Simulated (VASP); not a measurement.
# InRu3: relaxation of cell and atoms with PBE

InRu3:

```xyz
4
Lattice="0.0000 3.1425 3.1425 3.1425 0.0000 3.1425 3.1425 3.1425 0.0000" Properties=species:S:1:pos:R:3 pbc="T T T"
In    0.0000    0.0000    0.0000
Ru    1.5713    1.5713    1.5713
Ru    4.7138    4.7138    4.7138
Ru    3.1425    3.1425    3.1425
```

| Item | Value |
| --- | --- |
| Program | VASP 6.6.1 |
| Task | relaxation of cell and atoms |
| Functional | PBE |
| Potentials or basis | VASP PAW PBE potentials, release 64 (In_d, Ru_pv) |
| Cutoff | 600 eV |
| k mesh | 6 × 6 × 6 |
| Occupations | gaussian, width 0.1 eV |
| Spin | no spin polarisation |
| Dipole correction | no |
| Further INCAR settings | ALGO = Normal; EDIFF = 1e-06; IBRION = 2; EDIFFG = -0.04; NSW = 90; ISIF = 3 |

* Relaxed volume: 15.48 Å³/atom
* Relaxed cell: a = 4.441 Å, b = 4.441 Å, c = 4.441 Å, α = 60.00°, β = 60.00°, γ = 60.00°
* Space group after relaxing (to 0.05 Å): Fm-3m (No. 225)
* Energy gained by relaxing: 0.0 meV/atom
* Ionic steps: 3
* Pressure after relaxing: 0.0 GPa

Step by step:
| step | energy change (eV) | largest force (eV/Å) | pressure (GPa) | volume (Å³) |
| --- | --- | --- | --- | --- |
| 1 | 0.0000 | 0.0000 | -0.44 | 62.07 |
| 2 | 0.0006 | 0.0000 | 0.92 | 61.68 |
| 3 | -0.0002 | 0.0000 | 0.01 | 61.94 |

Final structure:
```xyz
4
Lattice="0.0000 3.1404 3.1404 3.1404 0.0000 3.1404 3.1404 3.1404 0.0000" Properties=species:S:1:pos:R:3 pbc="T T T"
In    0.0000    0.0000    0.0000
Ru    1.5702    1.5702    1.5702
Ru    4.7105    4.7105    4.7105
Ru    3.1404    3.1404    3.1404
```

Levels at points of the mesh, in eV from the Fermi level:
```
           k point  band 25  band 26  band 27  band 28  band 29  band 30
(0.00, 0.00, 0.00)     0.13     0.19     0.19     0.19     0.49     0.49
(0.50, 0.00, 0.00)    -1.47    -1.04    -0.02    -0.02     0.25     0.25
(0.50, 0.50, 0.00)    -0.56    -0.35    -0.35    -0.17    -0.01     0.42
```

It took 71 s on 1 thread of Intel(R) Xeon(R) Platinum 8488C (Sapphire Rapids), with other jobs on the host, peak memory 0.22 GiB.

Caveat: spin-orbit coupling is left out, which moves the levels of the heavy elements.
